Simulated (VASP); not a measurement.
# NaGeBr3 in VASP: notebook

The runs below take NaGeBr3 through single point, with r2SCAN, PBE.

Everything below comes from runs of VASP 6.6.1. Logs are shortened: lines on timing, memory, paths and dates and some standing lists are left out, and cuts for length are marked.

**1. The cell of the first run**

Symmetry: Pm-3m, No. 221, cubic system. The conventional cell has a = 5.555 Å, b = 5.555 Å, c = 5.555 Å, α = 90.00°, β = 90.00°, γ = 90.00°. Na (site symmetry m-3m) has 12 Br at 3.93 Å and 8 Ge at 4.81 Å within 5.2 Å. Ge (site symmetry m-3m) has 6 Br at 2.78 Å within 3.7 Å. Within 3.7 Å of Br (site symmetry 4/mmm) lie 2 Ge at 2.78 Å.

**2. Single point, r2SCAN (strain +1.5%)**

The input, POSCAR:

```
NaGeBr3
1.0
    5.5553114036      0.0000000000      0.0000000000
    0.0000000000      5.5553114036      0.0000000000
    0.0000000000      0.0000000000      5.5553114036
Na Ge Br
1 1 3
Direct
    0.0000000000      0.0000000000      0.0000000000
    0.5000000000      0.5000000000      0.5000000000
    0.5000000000      0.5000000000      0.0000000000
    0.5000000000      0.0000000000      0.5000000000
    0.0000000000      0.5000000000      0.5000000000
```

The input, INCAR.step1:

```
ALGO = Normal
EDIFF = 1E-4
ENCUT = 520
GGA = PE
ISMEAR = 0
LASPH = True
LCHARG = False
LREAL = False
LWAVE = True
NBANDS = 29
NELM = 60
PREC = Accurate
SIGMA = 0.01
```

The input, INCAR.step2:

```
ALGO = Normal
EDIFF = 1E-7
ENCUT = 520
ISIF = 2
ISMEAR = 0
ISTART = 1
LASPH = True
LCHARG = False
LMIXTAU = True
LREAL = False
LWAVE = False
METAGGA = R2SCAN
NBANDS = 29
NELM = 60
PREC = Accurate
SIGMA = 0.01
```

The input, KPOINTS:

```
k-points
0
Gamma
  6 6 6
```

Potentials or basis: VASP PAW PBE potentials, release 64 (Na_pv, Ge_d, Br).

Command:

```
cat potpaw_PBE.64/Na_pv/POTCAR potpaw_PBE.64/Ge_d/POTCAR potpaw_PBE.64/Br/POTCAR > POTCAR
cp INCAR.step1 INCAR
mpirun -np 1 vasp_std > vasp.out
cp INCAR.step2 INCAR
mpirun -np 1 vasp_std > vasp.out
```

OUTCAR:

```text
EDIFF = 1E-7
   ENCUT = 520
   ISIF = 2
   ISMEAR = 0
   ISTART = 1
   LASPH = True
   LREAL = False
   METAGGA = R2SCAN
   NELM = 60
   PREC = Accurate

 ion  position               nearest neighbor table
   1  0.000  0.000  0.000-
   2  0.500  0.500  0.500-   3 2.78   4 2.78   5 2.78   3 2.78   4 2.78   5 2.78
   3  0.500  0.500  0.000-   2 2.78   2 2.78
   4  0.500  0.000  0.500-   2 2.78   2 2.78
   5  0.000  0.500  0.500-   2 2.78   2 2.78

  LATTYP: Found a simple cubic cell.
 ALAT       =     5.5553114036

  Lattice vectors:

 A1 = (   5.5553114036,   0.0000000000,   0.0000000000)
 A2 = (   0.0000000000,   5.5553114036,   0.0000000000)
 A3 = (   0.0000000000,   0.0000000000,   5.5553114036)

Analysis of symmetry for initial positions (statically):
=====================================================================
 Subroutine PRICEL returns:
 Original cell was already a primitive cell.

 Routine SETGRP: Setting up the symmetry group for a
 simple cubic supercell.

 Subroutine GETGRP returns: Found 48 space group operations
 (whereof 48 operations were pure point group operations)
 out of a pool of 48 trial point group operations.

The static configuration has the point symmetry O_h .

Analysis of symmetry for dynamics (positions and initial velocities):
=====================================================================
 Subroutine PRICEL returns:
 Original cell was already a primitive cell.

 Routine SETGRP: Setting up the symmetry group for a
 simple cubic supercell.

 Subroutine GETGRP returns: Found 48 space group operations
 (whereof 48 operations were pure point group operations)
 out of a pool of 48 trial point group operations.

The dynamic configuration has the point symmetry O_h .

 Subroutine INISYM returns: Found 48 space group operations
 (whereof 48 operations are pure point group operations),
 and found     1 'primitive' translations

----------------------------------------------------------------------------------------

                                     Primitive cell

  volume of cell :     171.4452

  direct lattice vectors                    reciprocal lattice vectors
     5.555311404  0.000000000  0.000000000     0.180007911  0.000000000  0.000000000
     0.000000000  5.555311404  0.000000000     0.000000000  0.180007911  0.000000000
     0.000000000  0.000000000  5.555311404     0.000000000  0.000000000  0.180007911

  length of vectors
     5.555311404  5.555311404  5.555311404     0.180007911  0.180007911  0.180007911

  position of ions in fractional coordinates (direct lattice)
     0.000000000  0.000000000  0.000000000
     0.500000000  0.500000000  0.500000000
     0.500000000  0.500000000  0.000000000
     0.500000000  0.000000000  0.500000000
     0.000000000  0.500000000  0.500000000

  ion indices of the primitive-cell ions
   primitive index   ion index
                 1           1
                 2           2
                 3           3
                 4           4
                 5           5

----------------------------------------------------------------------------------------

 KPOINTS: k-points

Automatic generation of k-mesh.
 Grid dimensions read from file:
 generate k-points for:    6    6    6

 Generating k-lattice:

  Cartesian coordinates                     Fractional coordinates (reciprocal lattice)
     0.030001318  0.000000000  0.000000000     0.166666667  0.000000000  0.000000000
     0.000000000  0.030001318  0.000000000     0.000000000  0.166666667  0.000000000
     0.000000000  0.000000000  0.030001318     0.000000000  0.000000000  0.166666667

  Length of vectors
     0.030001318  0.030001318  0.030001318

  Shift w.r.t. Gamma in fractional coordinates (k-lattice)
     0.000000000  0.000000000  0.000000000

 Subroutine IBZKPT returns following result:
 ===========================================

 Found     20 irreducible k-points:

 Following reciprocal coordinates:
            Coordinates               Weight
  0.000000  0.000000  0.000000      1.000000
  0.166667  0.000000  0.000000      6.000000
  0.333333  0.000000  0.000000      6.000000
  0.500000  0.000000  0.000000      3.000000
  0.166667  0.166667  0.000000     12.000000
  0.333333  0.166667  0.000000     24.000000
[... 12 lines left out ...]
  0.500000  0.500000  0.333333      6.000000
  0.500000  0.500000  0.500000      1.000000
   k-points           NKPTS =     20   k-points in BZ     NKDIM =     20   number of bands    NBANDS=     29
   number of dos      NEDOS =    301   number of ions     NIONS =      5
   total plane-waves  NPLWV =  74088
   dimension x,y,z NGX =    42 NGY =   42 NGZ =   42
   dimension x,y,z NGXF=    84 NGYF=   84 NGZF=   84
   ions per type =               1   1   3
   NGX,Y,Z   is equivalent  to a cutoff of  12.57, 12.57, 12.57 a.u.
   NGXF,Y,Z  is equivalent  to a cutoff of  25.14, 25.14, 25.14 a.u.
 SYSTEM =  unknown system
   PREC   = accura    normal or accurate (medium, high low for compatibility)
   ISTART =      1    job   : 0-new  1-cont  2-samecut
   ICHARG =      0    charge: 1-file 2-atom 10-const
   ISPIN  =      1    spin polarized calculation?
   LNONCOLLINEAR =      F non collinear calculations
   LSORBIT =      F    spin-orbit coupling
   LASPH  =      T    aspherical Exc in radial PAW
   ENCUT  =  520.0 eV  38.22 Ry    6.18 a.u.  10.33 10.33 10.33*2*pi/ulx,y,z
   NELM   =     60;   NELMIN=  2; NELMDL=  0     # of ELM steps
   EDIFF  = 0.1E-06   stopping-criterion for ELM
   LREAL  =      F    real-space projection
   EDIFFG = 0.1E-05   stopping-criterion for IOM
   NSW    =      0    number of steps for IOM
   IBRION =     -1    ionic relax: 0-MD 1-quasi-New 2-CG
   NFREE  =      0    steps in history (QN), initial steepest desc. (CG)
   ISIF   =      2    stress and relaxation
   ISYM   =      2    0-nonsym 1-usesym 2-fastsym
   POTIM  = 0.5000    time-step for ionic-motion
   TEBEG  =    0.0;   TEEND  =   0.0 temperature during run
   PSTRESS=    0.0 pullay stress
   NELECT =      42.0000    total number of electrons
   NUPDOWN=      -1.0000    fix difference up-down
   EMIN   =  10.00;   EMAX   =-10.00  energy-range for DOS
   EFERMI =   0.00;   METHOD = LEGACY
   ISMEAR =     0;   SIGMA  =   0.01  broadening in eV -4-tet -1-fermi 0-gaus
   EFERMI_NEDOS =   21; number of points for ismear=-14 and -15
   IALGO  =     38    algorithm
   IMIX   =      4    mixing-type and parameters
     AMIX     =   0.40;   BMIX     =  1.00
     AMIX_MAG =   1.60;   BMIX_MAG =  1.00
  volume/ion in A,a.u.               =      34.29       231.39
  Fermi-wavevector in a.u.,A,eV,Ry     =   1.024353  1.935746 14.276572  1.049298
  Thomas-Fermi vector in A             =   2.158135
   LORBIT       =      0    0 simple, 1 ext, 2 COOP (PROOUT), +10 PAW based schemes
   METAGGA = R2SCAN    functional components
   LHFCALC =     F    Hartree Fock is set to
   AEXX    =    0.0000 exact exchange contribution
   IVDW    =     0    specifies the selected vdW correction
   LEPSILON=     F    determine dielectric tensor
   LRPA    =     F    only Hartree local field effects (RPA)
 non-spin polarized calculation
 Gauss-broadening in eV      SIGMA  =   0.01
  energy-cutoff  :      520.00
  volume of cell :      171.45
 maximum number of plane-waves:      4636
 NGX is ok and might be reduce to    42
   NGX = 21   NGY = 21   NGZ = 21

 number of electron      41.9999999 magnetization

 Free energy of the ion-electron system (eV)
  ---------------------------------------------------
  ext. energy  EPLUGINS =         0.00000000
  ---------------------------------------------------
  free energy    TOTEN  =       -61.71485811 eV

  energy without entropy =      -61.71485811  energy(sigma->0) =      -61.71485811

 E-fermi :   1.1133     XC(G=0):  -7.8242

 val. band max:        1.0663114885   @ k =   0.5000   0.5000   0.5000
 cond. band min:       1.8349458340   @ k =   0.5000   0.5000   0.5000
 fundamental gap:      0.7686343455
 Fermi energy:         1.1132942282

 k-point     1 :       0.0000    0.0000    0.0000
  band No.  band energies     occupation
      1     -25.3617      2.00000
      2     -25.3617      2.00000
      3     -25.3617      2.00000
      4     -25.1229      2.00000
      5     -25.1229      2.00000
      6     -25.1081      2.00000
[... 21 lines left out ...]
     28       6.8849      0.00000
     29       6.8849      0.00000

 k-point     2 :       0.1667    0.0000    0.0000
  band No.  band energies     occupation
      1     -25.3617      2.00000
      2     -25.3617      2.00000
      3     -25.3617      2.00000
      4     -25.1229      2.00000
      5     -25.1225      2.00000
      6     -25.1081      2.00000
[... 21 lines left out ...]
     28       6.9896      0.00000
     29       7.2540      0.00000

 k-point     3 :       0.3333    0.0000    0.0000
  band No.  band energies     occupation
      1     -25.3618      2.00000
      2     -25.3617      2.00000
      3     -25.3617      2.00000
      4     -25.1229      2.00000
      5     -25.1219      2.00000
      6     -25.1082      2.00000
[... 21 lines left out ...]
     28       7.3525      0.00000
     29       7.3525      0.00000

 k-point     4 :       0.5000    0.0000    0.0000
  band No.  band energies     occupation
      1     -25.3618      2.00000
      2     -25.3617      2.00000
      3     -25.3617      2.00000
      4     -25.1229      2.00000
      5     -25.1216      2.00000
      6     -25.1082      2.00000
[... 469 lines left out ...]
     28       7.8350      0.00000
     29       8.8028      0.00000

 k-point    19 :       0.5000    0.5000    0.3333
  band No.  band energies     occupation
      1     -25.3618      2.00000
      2     -25.3618      2.00000
      3     -25.3617      2.00000
      4     -25.1212      2.00000
      5     -25.1209      2.00000
      6     -25.1082      2.00000
[... 21 lines left out ...]
     28       7.7371      0.00000
     29       8.5312      0.00000

 k-point    20 :       0.5000    0.5000    0.5000
  band No.  band energies     occupation
      1     -25.3618      2.00000
      2     -25.3618      2.00000
      3     -25.3618      2.00000
      4     -25.1209      2.00000
      5     -25.1209      2.00000
      6     -25.1082      2.00000
[... 21 lines left out ...]
     28       7.9897      0.00000
     29       8.3339      0.00000

------------------------ aborting loop because EDIFF is reached ----------------------------------------

  FORCE on cell =-STRESS in cart. coord.  units (eV):
  Direction    XX          YY          ZZ          XY          YZ          ZX
  --------------------------------------------------------------------------------------
  -------------------------------------------------------------------------------------
  Total       -1.3591905     -1.3591905     -1.3591905     -0.0000000      0.0000000     -0.0000000
  in kB      -12.7018119    -12.7018119    -12.7018119     -0.0000000      0.0000000     -0.0000000
  external PRESSURE =     -12.7018119 kB  Pullay stress =       0.0000000 kB

 VOLUME and BASIS-vectors are now :
 -----------------------------------------------------------------------------
  energy-cutoff  :      520.00
  volume of cell :      171.45
      direct lattice vectors                 reciprocal lattice vectors
     5.555311404  0.000000000  0.000000000     0.180007911  0.000000000  0.000000000
     0.000000000  5.555311404  0.000000000     0.000000000  0.180007911  0.000000000
     0.000000000  0.000000000  5.555311404     0.000000000  0.000000000  0.180007911

 POSITION                                       TOTAL-FORCE (eV/Angst)
 -----------------------------------------------------------------------------------
      0.00000      0.00000      0.00000         0.000000      0.000000      0.000000
      2.77766      2.77766      2.77766         0.000000      0.000000      0.000000
      2.77766      2.77766      0.00000         0.000000      0.000000      0.000000
      2.77766      0.00000      2.77766         0.000000      0.000000      0.000000
      0.00000      2.77766      2.77766         0.000000      0.000000      0.000000
 -----------------------------------------------------------------------------------
    total drift:                                0.000000     -0.000000     -0.000000

  FREE ENERGIE OF THE ION-ELECTRON SYSTEM (eV)
  ---------------------------------------------------
  free  energy   TOTEN  =       -61.7148581127 eV

  energy  without entropy=      -61.7148581127  energy(sigma->0) =      -61.71485811
```

Run time: 3 min. Hardware: 1 thread of Intel Xeon 6975P-C (Granite Rapids), shared host; peak memory 0.34 GiB.

What came out:

```
Free energy            : -61.7149 eV
Pressure               : -1.3 GPa
Band gap on the k mesh : 0.77 eV
```

Levels at points of the mesh, in eV from the valence-band top:
```
           k point  band 18  band 19  band 20  band 21  band 22  band 23  band 24  band 25
(0.00, 0.00, 0.00)    -2.72    -2.65    -2.65    -2.65     1.85     5.58     5.58     5.58
(0.50, 0.00, 0.00)    -2.87    -2.67    -2.67    -1.91     1.59     3.57     4.07     5.22
(0.50, 0.50, 0.00)    -3.04    -3.04    -2.10    -0.93     1.25     1.25     3.79     4.87
(0.50, 0.50, 0.50)    -2.09    -2.09    -2.09     0.00     0.77     0.77     0.77     2.68
```

Caveat: the cell differs from its parent crystal (strain +1.5%); semilocal functionals underestimate gaps, and a narrow one can read as zero; the PAW data sets were made with another functional, which shifts forces and pressure a little. A k mesh can miss the band edges.

**3. Single point, PBE (epitaxial xy strain +2.0%)**

The input, INCAR:

```
SYSTEM = NaGeBr3
PREC = Accurate ; ENCUT = 520
EDIFF = 1E-6 ; ISMEAR = -1
SIGMA = 0.02 ; LREAL = .FALSE.
LASPH = .TRUE. ; NELM = 100
ALGO = Normal ; ISIF = 2
LWAVE = .FALSE. ; LCHARG = .TRUE.
GGA = PE ; LELF = .TRUE.
LVHAR = .TRUE. ; NBANDS = 29
```

The input, KPOINTS:

```
Automatic mesh
0
G
  6 6 6
  0 0 0
```

POSCAR, as its differences from that of step 2:

```diff
@@ -2,5 +2,5 @@
 1.0
-    5.5553114036      0.0000000000      0.0000000000
-    0.0000000000      5.5553114036      0.0000000000
-    0.0000000000      0.0000000000      5.5553114036
+    5.5826774696      0.0000000000      0.0000000000
+    0.0000000000      5.5826774696      0.0000000000
+    0.0000000000      0.0000000000      5.4393332018
 Na Ge Br
```

Potentials or basis: VASP PAW PBE potentials, release 64 (Na_pv, Ge_d, Br).

Command:

```
cat potpaw_PBE.64/Na_pv/POTCAR potpaw_PBE.64/Ge_d/POTCAR potpaw_PBE.64/Br/POTCAR > POTCAR
mpirun -np 1 vasp_std > vasp.out
```

Wall time 89 s (1 thread of Intel Xeon 6975P-C (Granite Rapids), shared host); peak memory 0.35 GiB.

The run converged. Its results:

- Free energy: -14.9591 eV
- Pressure: -0.3 GPa
- Band gap on the k mesh: 0.52 eV

Stress tensor (GPa, compression positive):
```
-0.70  0.00  0.00
 0.00 -0.70  0.00
 0.00  0.00  0.38
```

Levels at points of the mesh, in eV from the valence-band top:
```
           k point  band 18  band 19  band 20  band 21  band 22  band 23  band 24  band 25
(0.00, 0.00, 0.00)    -2.53    -2.48    -2.46    -2.46     1.30     5.14     5.14     5.23
(0.50, 0.00, 0.00)    -2.71    -2.49    -2.48    -1.86     1.41     2.93     3.65     4.80
(0.50, 0.50, 0.00)    -2.84    -2.84    -1.96    -1.00     1.11     1.11     3.14     4.92
(0.00, 0.00, 0.50)    -2.71    -2.50    -2.50    -1.67     1.46     3.04     3.61     4.74
(0.50, 0.00, 0.50)    -2.89    -2.87    -1.91    -0.81     1.01     1.17     3.10     4.41
(0.50, 0.50, 0.50)    -1.95    -1.90    -1.90     0.00     0.52     0.52     0.71     2.07
```

Caveat: the cell differs from its parent crystal (epitaxial xy strain +2.0%); semilocal functionals underestimate gaps, and a narrow one can read as zero. A k mesh can miss the band edges.

**4. Single point, PBE (shear xy strain -1.0%)**

The input, INCAR:

```
PREC = Accurate ; ENCUT = 520
EDIFF = 1E-6 ; ISMEAR = -1
SIGMA = 0.02 ; LREAL = False
LASPH = True ; NELM = 80
ALGO = Normal ; ISIF = 2
LWAVE = False ; LCHARG = True
GGA = PE ; LELF = True
LVHAR = True ; NBANDS = 29
```

The input, KPOINTS:

```
Automatic mesh
0
Gamma
  6 6 6
```

POSCAR, as its differences from that of step 3:

```diff
@@ -2,5 +2,5 @@
 1.0
-    5.5826774696      0.0000000000      0.0000000000
-    0.0000000000      5.5826774696      0.0000000000
-    0.0000000000      0.0000000000      5.4393332018
+    5.4732132055     -0.0273660660      0.0000000000
+   -0.0273660660      5.4732132055      0.0000000000
+    0.0000000000      0.0000000000      5.4732132055
 Na Ge Br
```

Command:

```
cat potpaw_PBE.64/Na_pv/POTCAR potpaw_PBE.64/Ge_d/POTCAR potpaw_PBE.64/Br/POTCAR > POTCAR
mpirun -np 1 vasp_std > vasp.out
```

It took 2.1 min on 1 thread of Intel Xeon 6975P-C (Granite Rapids), shared host; peak memory 0.39 GiB.

Results (log left out):

```
Free energy            : -14.9678 eV
Pressure               : 0.4 GPa
Band gap on the k mesh : 0.41 eV
```

Stress tensor (GPa, compression positive):
```
0.41 0.06 0.00
0.06 0.41 0.00
0.00 0.00 0.41
```

Levels at points of the mesh, in eV from the valence-band top:
```
           k point  band 18  band 19  band 20  band 21  band 22  band 23  band 24  band 25
(0.00, 0.00, 0.00)    -2.79    -2.72    -2.71    -2.69     1.09     5.00     5.02     5.08
(0.50, 0.00, 0.00)    -2.97    -2.73    -2.73    -1.94     1.29     2.87     3.44     4.99
(0.50, 0.50, 0.00)    -3.14    -3.12    -2.13    -0.94     0.95     0.97     2.97     4.60
(0.00, 0.00, 0.50)    -2.97    -2.77    -2.70    -1.94     1.29     2.87     3.44     4.96
(0.50, 0.00, 0.50)    -3.15    -3.12    -2.14    -0.94     0.96     0.96     2.97     4.60
(0.50, 0.50, 0.50)    -2.13    -2.12    -2.12     0.00     0.41     0.43     0.44     1.85
```

Caveat: the cell differs from its parent crystal (shear xy strain -1.0%); semilocal functionals underestimate gaps, and a narrow one can read as zero.

**5. Overview**

```tsv
level	cell	smearing	gap on the mesh (eV)	pressure (GPa)
r2SCAN	a = 5.555 Å, 5 atoms	gaussian 0.01 eV	0.77	-1.3
PBE	a = 5.583, b = 5.583, c = 5.439 Å, 5 atoms	fermi-dirac 0.02 eV	0.52	-0.3
PBE	a = 5.473 Å, angles 90.0, 90.0, 90.6°, 5 atoms	fermi-dirac 0.02 eV	0.41	0.4
```

Alike in all rows: task single point; potentials or basis VASP PAW PBE potentials, release 64 (Na_pv, Ge_d, Br); no spin polarisation; k mesh 6 × 6 × 6; cutoff (eV) 520.

Caveats: semilocal functionals underestimate gaps, and a narrow one can read as zero; the PAW data sets were made with another functional, which shifts forces and pressure a little (at least some runs).

Total energies depend on the potentials used, so only differences within one code and one set of settings carry meaning.
